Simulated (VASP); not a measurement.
# Ga (Cmce) in VASP: notebook

Runs on Ga. Level: LDA. Tasks: single point.

Program: VASP 6.6.1. These are calculated values, not measurements. Logs are shortened: lines on timing, memory, paths and dates and some standing lists are left out, and cuts for length are marked.

### Step 1. The cell of the first run

Symmetry: Cmce, No. 64, orthorhombic system. Conventional cell: a = 4.436 Å, b = 7.484 Å, c = 4.425 Å, α = 90.00°, β = 90.00°, γ = 90.00°. Ga (site symmetry m) has 7 Ga at 2.45 to 2.74 Å within 3.2 Å.

### Step 2. Single point, LDA

Input file INCAR:

```
PREC = Accurate ; ENCUT = 520
EDIFF = 1E-6 ; ISMEAR = 0
SIGMA = 1.0 ; LREAL = False
LASPH = True ; NELM = 60
ALGO = Normal ; ISIF = 2
LWAVE = False ; LCHARG = True
LELF = True ; LVHAR = True
NBANDS = 34
```

Input file KPOINTS:

```
regular mesh
0
Gamma
  8 8 7
```

Input file POSCAR:

```
Ga
1.0
    2.2178908173     -3.7419137528      0.0000000000
    2.2178908173      3.7419137528      0.0000000000
    0.0000000000      0.0000000000      4.4249628129
Ga
4
Direct
    0.8443628362      0.1556371638      0.0859373133
    0.6556371638      0.3443628362      0.5859373133
    0.1556371638      0.8443628362      0.9140626867
    0.3443628362      0.6556371638      0.4140626867
```

Potentials or basis: VASP PAW LDA potentials, release 64 (Ga_d).

The run is started by

```bash
$ cat potpaw_LDA.64/Ga_d/POTCAR > POTCAR
$ mpirun -np 1 vasp_std > vasp.out
```

OUTCAR:

```text
PREC = Accurate
   ENCUT = 520
   EDIFF = 1E-6
   ISMEAR = 0
   LREAL = False
   LASPH = True
   NELM = 60
   ISIF = 2

 ion  position               nearest neighbor table
   1  0.844  0.156  0.086-   3 2.45   2 2.62   2 2.62   4 2.65   4 2.65   3 2.74   3 2.74
   2  0.656  0.344  0.586-   4 2.45   1 2.62   1 2.62   3 2.65   3 2.65   4 2.74   4 2.74
   3  0.156  0.844  0.914-   1 2.45   4 2.62   4 2.62   2 2.65   2 2.65   1 2.74   1 2.74
   4  0.344  0.656  0.414-   2 2.45   3 2.62   3 2.62   1 2.65   1 2.65   2 2.74   2 2.74

  LATTYP: Found a base centered orthorhombic cell.
 ALAT       =     4.4357816346
 B/A-ratio  =     1.6871496665
 C/A-ratio  =     0.9975610112

  Lattice vectors:

 A1 = (   2.2178908173,  -3.7419137528,   0.0000000000)
 A2 = (   2.2178908173,   3.7419137528,   0.0000000000)
 A3 = (   0.0000000000,   0.0000000000,   4.4249628129)

Analysis of symmetry for initial positions (statically):
=====================================================================
 Subroutine PRICEL returns:
 Original cell was already a primitive cell.

 Routine SETGRP: Setting up the symmetry group for a
 base centered orthorhombic supercell.

 Subroutine GETGRP returns: Found  8 space group operations
 (whereof  4 operations were pure point group operations)
 out of a pool of  8 trial point group operations.

The static configuration has the point symmetry C_2h.
 The point group associated with its full space group is D_2h.

Analysis of symmetry for dynamics (positions and initial velocities):
=====================================================================
 Subroutine PRICEL returns:
 Original cell was already a primitive cell.

 Routine SETGRP: Setting up the symmetry group for a
 base centered orthorhombic supercell.

 Subroutine GETGRP returns: Found  8 space group operations
 (whereof  4 operations were pure point group operations)
 out of a pool of  8 trial point group operations.

The dynamic configuration has the point symmetry C_2h.
 The point group associated with its full space group is D_2h.

 Subroutine INISYM returns: Found  8 space group operations
 (whereof  4 operations are pure point group operations),
 and found     1 'primitive' translations

----------------------------------------------------------------------------------------

                                     Primitive cell

  volume of cell :      73.4469

[... 84 lines left out ...]
   ISTART =      0    job   : 0-new  1-cont  2-samecut
   ICHARG =      2    charge: 1-file 2-atom 10-const
   ISPIN  =      1    spin polarized calculation?
   LNONCOLLINEAR =      F non collinear calculations
   LSORBIT =      F    spin-orbit coupling
   LASPH  =      T    aspherical Exc in radial PAW
   ENCUT  =  520.0 eV  38.22 Ry    6.18 a.u.   8.09  8.09  8.23*2*pi/ulx,y,z
   NELM   =     60;   NELMIN=  2; NELMDL= -5     # of ELM steps
   EDIFF  = 0.1E-05   stopping-criterion for ELM
   LREAL  =      F    real-space projection
   EDIFFG = 0.1E-04   stopping-criterion for IOM
   NSW    =      0    number of steps for IOM
   IBRION =     -1    ionic relax: 0-MD 1-quasi-New 2-CG
   NFREE  =      0    steps in history (QN), initial steepest desc. (CG)
   ISIF   =      2    stress and relaxation
   ISYM   =      2    0-nonsym 1-usesym 2-fastsym
   POTIM  = 0.5000    time-step for ionic-motion
   TEBEG  =    0.0;   TEEND  =   0.0 temperature during run
   PSTRESS=    0.0 pullay stress
   NELECT =      52.0000    total number of electrons
   NUPDOWN=      -1.0000    fix difference up-down
   EMIN   =  10.00;   EMAX   =-10.00  energy-range for DOS
   EFERMI =   0.00;   METHOD = LEGACY
   ISMEAR =     0;   SIGMA  =   1.00  broadening in eV -4-tet -1-fermi 0-gaus
   EFERMI_NEDOS =   21; number of points for ismear=-14 and -15
   IALGO  =     38    algorithm
   IMIX   =      4    mixing-type and parameters
     AMIX     =   0.40;   BMIX     =  1.00
     AMIX_MAG =   1.60;   BMIX_MAG =  1.00
  volume/ion in A,a.u.               =      18.36       123.91
  Fermi-wavevector in a.u.,A,eV,Ry     =   1.459099  2.757297 28.966394  2.128970
  Thomas-Fermi vector in A             =   2.575706
   LORBIT       =      0    0 simple, 1 ext, 2 COOP (PROOUT), +10 PAW based schemes
   GGA     = CA    functional components
   LHFCALC =     F    Hartree Fock is set to
   AEXX    =    0.0000 exact exchange contribution
   IVDW    =     0    specifies the selected vdW correction
   LEPSILON=     F    determine dielectric tensor
   LRPA    =     F    only Hartree local field effects (RPA)
 non-spin polarized calculation
 Gauss-broadening in eV      SIGMA  =   1.00
  energy-cutoff  :      520.00
  volume of cell :       73.45
 maximum number of plane-waves:      2002
   NGX = 17   NGY = 17   NGZ = 17

 number of electron      52.0000021 magnetization

 Free energy of the ion-electron system (eV)
  ---------------------------------------------------
  ext. energy  EPLUGINS =         0.00000000
  ---------------------------------------------------
  free energy    TOTEN  =       -14.68149727 eV

  energy without entropy =      -14.08766281  energy(sigma->0) =      -14.38458004

 E-fermi :   5.3816     XC(G=0): -11.3010

 val. band max:        5.3776229087   @ k =   0.0000   0.0000   0.4286
 cond. band min:       5.3883853403   @ k =   0.5000   0.3750   0.1429
 fundamental gap:      0.0107624316
 Fermi energy:         5.3816249239

 k-point     1 :       0.0000    0.0000    0.0000
  band No.  band energies     occupation
      1      -9.9766      2.00000
      2      -9.9722      2.00000
      3      -9.9414      2.00000
      4      -9.9213      2.00000
      5      -9.8871      2.00000
      6      -9.8614      2.00000
[... 877 lines left out ...]
     33      11.3570      0.00000
     34      13.8610      0.00000

 [... further k-points ...]
[... 5 lines left out ...]
  --------------------------------------------------------------------------------------
  -------------------------------------------------------------------------------------
  Total        0.7025154      0.4121449      0.4133420      0.0000000      0.0000000      0.0000000
  in kB       15.3247305      8.9905641      9.0166775      0.0000000      0.0000000      0.0000000
  external PRESSURE =      11.1106574 kB  Pullay stress =       0.0000000 kB

 VOLUME and BASIS-vectors are now :
 -----------------------------------------------------------------------------
  energy-cutoff  :      520.00
  volume of cell :       73.45
      direct lattice vectors                 reciprocal lattice vectors
     2.217890817 -3.741913753  0.000000000     0.225439411 -0.133621466  0.000000000
     2.217890817  3.741913753  0.000000000     0.225439411  0.133621466  0.000000000
     0.000000000  0.000000000  4.424962813     0.000000000  0.000000000  0.225990600

 POSITION                                       TOTAL-FORCE (eV/Angst)
 -----------------------------------------------------------------------------------
      2.21789     -2.57715      0.38027         0.000000      0.052844      0.021846
      2.21789     -1.16476      2.59275         0.000000     -0.052844      0.021846
      2.21789      2.57715      4.04469         0.000000     -0.052844     -0.021846
      2.21789      1.16476      1.83221         0.000000      0.052844     -0.021846
 -----------------------------------------------------------------------------------
    total drift:                                0.000000      0.000000      0.000000

  FREE ENERGIE OF THE ION-ELECTRON SYSTEM (eV)
  ---------------------------------------------------
  free  energy   TOTEN  =       -14.6814972738 eV

  energy  without entropy=      -14.0876628142  energy(sigma->0) =      -14.38458004
```

Run time: 76 s. Hardware: 1 thread of Intel Xeon 6975P-C, shared host; peak memory 0.26 GiB.

Results:

* Free energy: -14.6815 eV
* Pressure: 1.1 GPa
* Largest force: 0.057 eV/Å
* Band gap on the k mesh: zero (band 26 reaches 5.62 eV, above the bottom of band 27 at 4.58 eV)

Forces on the atoms (eV/Å):
```
Ga   0.000  0.053  0.022
Ga   0.000 -0.053  0.022
Ga   0.000 -0.053 -0.022
Ga   0.000  0.053 -0.022
```

Levels at points of the mesh, in eV from the Fermi level:
| k point | band 22 | band 23 | band 24 | band 25 | band 26 | band 27 | band 28 | band 29 | band 30 | band 31 |
| --- | --- | --- | --- | --- | --- | --- | --- | --- | --- | --- |
| (0.00, 0.00, 0.00) | -4.29 | -3.90 | -1.88 | -1.74 | -0.80 | 0.86 | 0.98 | 1.09 | 5.34 | 5.64 |
| (0.50, 0.00, 0.00) | -8.96 | -3.53 | -3.53 | -1.48 | -1.48 | 0.80 | 0.80 | 4.33 | 4.33 | 5.54 |
| (0.50, 0.50, 0.00) | -7.58 | -4.22 | -3.55 | -1.70 | -1.61 | 1.09 | 1.19 | 3.52 | 3.95 | 4.31 |

### Step 3. Single point, LDA

Input file INCAR:

```
SYSTEM = Ga
PREC = Accurate
ENCUT = 520
EDIFF = 1E-6
ISMEAR = 1
SIGMA = 0.03
LREAL = .False.
LASPH = .True.
NELM = 100
ALGO = Normal
ISIF = 2
LWAVE = .False.
LCHARG = .False.
GGA = CA
NBANDS = 34
```

Input file KPOINTS:

```
Automatic mesh
0
Gamma
  8 8 7
  0 0 0
```

POSCAR is that of step 2.

Potentials or basis: VASP PAW LDA potentials, release 64 (Ga_d).

The run is started by

```bash
$ cat potpaw_LDA.64/Ga_d/POTCAR > POTCAR
$ mpirun -np 1 vasp_std > vasp.out
```

Wall time 1.7 min (1 thread of Intel Xeon 6975P-C, shared host); peak memory 0.26 GiB.

The run converged. Its results:

```yaml
Free_energy: -14.4219 eV
Pressure: 0.1 GPa
Largest_force: 0.019 eV/Å
Band_gap_on_the_k_mesh: zero (band 26 reaches 5.63 eV, above the bottom of band 27 at 4.58 eV)
```

Forces on the atoms (eV/Å):
```
Ga   0.000 -0.019 -0.004
Ga   0.000  0.019 -0.004
Ga   0.000  0.019  0.004
Ga   0.000 -0.019  0.004
```

Stress tensor (GPa, compression positive):
```
-0.10  0.00  0.00
 0.00  0.16  0.00
 0.00  0.00  0.13
```

Levels at points of the mesh, in eV from the Fermi level:
| k point | band 23 | band 24 | band 25 | band 26 | band 27 | band 28 | band 29 | band 30 |
| --- | --- | --- | --- | --- | --- | --- | --- | --- |
| (0.00, 0.00, 0.00) | -3.91 | -1.90 | -1.75 | -0.80 | 0.86 | 0.97 | 1.09 | 5.32 |
| (0.50, 0.00, 0.00) | -3.54 | -3.54 | -1.49 | -1.49 | 0.78 | 0.78 | 4.33 | 4.33 |
| (0.50, 0.50, 0.00) | -4.22 | -3.56 | -1.71 | -1.62 | 1.08 | 1.18 | 3.51 | 3.94 |

### Step 4. Single point, LDA

Input file INCAR:

```
SYSTEM = Ga
PREC = Accurate
ENCUT = 520
EDIFF = 1E-6
ISMEAR = 1
SIGMA = 0.1
LREAL = .False.
LASPH = .True.
NELM = 80
ALGO = Normal
ISIF = 2
LWAVE = .False.
LCHARG = .False.
NBANDS = 34
```

Input file KPOINTS:

```
regular mesh
0
Gamma
  8 8 7
  0 0 0
```

POSCAR is that of step 3.

The run is started by

```bash
$ cat potpaw_LDA.64/Ga_d/POTCAR > POTCAR
$ mpirun -np 1 vasp_std > vasp.out
```

Run time: 2 min. Hardware: 1 thread of Intel Xeon 6975P-C, shared host; peak memory 0.26 GiB.

It converged, with:

```
Free energy            : -14.4223 eV
Pressure               : 0.1 GPa
Largest force          : 0.016 eV/Å
Band gap on the k mesh : zero (band 26 reaches 5.63 eV, above the bottom of band 27 at 4.58 eV)
```

Forces in eV/Å, atoms in the order of the input:
```
Ga   0.000 -0.016 -0.002
Ga   0.000  0.016 -0.002
Ga   0.000  0.016  0.002
Ga   0.000 -0.016  0.002
```

Stress tensor (GPa, compression positive):
```
-0.11  0.00  0.00
 0.00  0.20  0.00
 0.00  0.00  0.21
```

Levels at points of the mesh, in eV from the Fermi level:
```csv
k point,band 24,band 25,band 26,band 27,band 28,band 29
"(0.00, 0.00, 0.00)",-1.89,-1.74,-0.80,0.87,0.98,1.09
"(0.50, 0.00, 0.00)",-3.53,-1.48,-1.48,0.79,0.79,4.34
"(0.50, 0.50, 0.00)",-3.55,-1.70,-1.61,1.09,1.19,3.52
```

### Step 5. The runs side by side

```tsv
smearing	gap on the mesh (eV)	pressure (GPa)	largest force (eV/Å)
gaussian 1 eV	none	1.1	0.06
methfessel-paxton 0.03 eV	none	0.1	0.02
methfessel-paxton 0.1 eV	none	0.1	0.02
```

Alike in all rows: task single point; level LDA; potentials or basis VASP PAW LDA potentials, release 64 (Ga_d); no spin polarisation; cell as given; k mesh 8 × 8 × 7; cutoff (eV) 520.

Every run on the cell as given and a fine mesh finds a metal.

Absolute energies hang on the potentials; compare differences alone.
